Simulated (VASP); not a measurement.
Here is a VASP 6.6.1 calculation.

Contents of INCAR:

```
SYSTEM = Be16HS16
PREC = Accurate ; ENCUT = 520
EDIFF = 1E-6 ; ISMEAR = 0
SIGMA = 0.02 ; LREAL = Auto
LASPH = .TRUE. ; NELM = 60
ALGO = Normal ; ISIF = 2
LWAVE = .FALSE. ; LCHARG = .FALSE.
GGA = PS ; NBANDS = 86
NELECT = 128.0
```

The input KPOINTS:

```
Automatic mesh
0
Gamma
  2 2 2
  0.5 0.5 0.5
```

Contents of POSCAR:

```
Be16HS16
1.0
   -4.8377076239     -4.8377076239      4.8377076239
    4.8377076239     -4.8377076239     -4.8377076239
    4.8377076239      4.8377076239      4.8377076239
Be S H
16 16 1
Direct
    0.0013991131      0.7520871005      0.2534008037
    0.7477791717      0.7455303793      0.4967098442
    0.2491625360      0.5015981098      0.2476798089
   -0.0000875415      0.4994779941      0.4994615607
    0.7477970521      0.4967241071      0.7455178734
    0.4906753745      0.7389702475      0.7389799628
    0.2524723681      0.7461592929      0.0001157573
    0.7448863760      1.0010447874      0.2631809524
    0.5056123045      0.2532231369      0.2532255141
    0.2491204706      0.2476667862      0.5015448821
    0.0014044875      0.2534324303      0.7520579545
    0.7450231143      0.2631586278      0.0010528747
    0.4995117911      0.5026395121     -0.0002610741
    0.4994951510     -0.0002559063      0.5026728957
    0.2524828069      0.0001156540      0.7461479239
    0.0801047790     -0.0041861769     -0.0042648299
    0.2496018970      0.7500211427      0.7500221762
    0.0004655097      0.7438356717     -0.0011113735
    0.5002001336      0.4988841178      0.7490255265
    0.2506424725      0.4994102967     -0.0001899660
    0.0001143103      0.5008159212      0.2504510595
    0.7499038350      0.7506502630      0.2494906873
    0.5002143966      0.7490481612      0.4989127470
    0.0004704708     -0.0010796436      0.7437760360
    0.7499258496      0.2495158025      0.7506436483
    0.4954106751      0.2529266122     -0.0000221179
    0.2530065054      0.2523621920      0.2523358365
    0.0000742087      0.2504477522      0.5007638304
    0.7517545050      0.5001824600      0.5001656132
    0.7156858721      0.0039146640      0.0039642743
    0.4953305752     -0.0000210844      0.2529661970
    0.2506270726     -0.0001748762      0.4994048189
   -0.1004427175      0.0415266931      0.0421723502
```

Potentials or basis: VASP PAW PBE potentials, release 64 (Be, S, H).

Run with:

```sh
$ cat potpaw_PBE.64/Be/POTCAR potpaw_PBE.64/S/POTCAR potpaw_PBE.64/H/POTCAR > POTCAR
$ mpirun -np 1 vasp_std > vasp.out
```

What does it give for the largest force?

0.068 eV/Å.

Forces in eV/Å, atoms in the order of the input:
```
Be   0.000  0.002  0.001
Be  -0.002  0.001 -0.001
Be   0.001  0.001 -0.002
Be   0.001 -0.002  0.002
Be  -0.001  0.001 -0.002
Be  -0.003  0.004 -0.003
Be   0.000 -0.007 -0.003
Be   0.003  0.002  0.006
Be  -0.004  0.001 -0.001
Be   0.001  0.001  0.001
Be   0.000 -0.001 -0.001
Be   0.004 -0.006 -0.002
Be  -0.001  0.000  0.001
Be   0.000 -0.001 -0.001
Be   0.000  0.003  0.006
Be  -0.004 -0.003  0.004
S    0.004  0.003 -0.004
S    0.003  0.006 -0.004
S   -0.003 -0.002  0.001
S   -0.002  0.002  0.002
S    0.002  0.000 -0.001
S   -0.001 -0.004 -0.004
S   -0.003 -0.002  0.002
S    0.003  0.004 -0.006
S   -0.001  0.004  0.004
S    0.001 -0.001 -0.003
S    0.006  0.001 -0.001
S    0.003  0.001  0.000
S    0.000 -0.001  0.001
S   -0.031 -0.042  0.043
S    0.001  0.002  0.001
S   -0.003 -0.002 -0.002
H    0.024  0.035 -0.036
```

Caveat: the cell carries a net charge on a neutralising background, which shifts energy and pressure; the PAW data sets were made with another functional, which shifts forces and pressure a little.
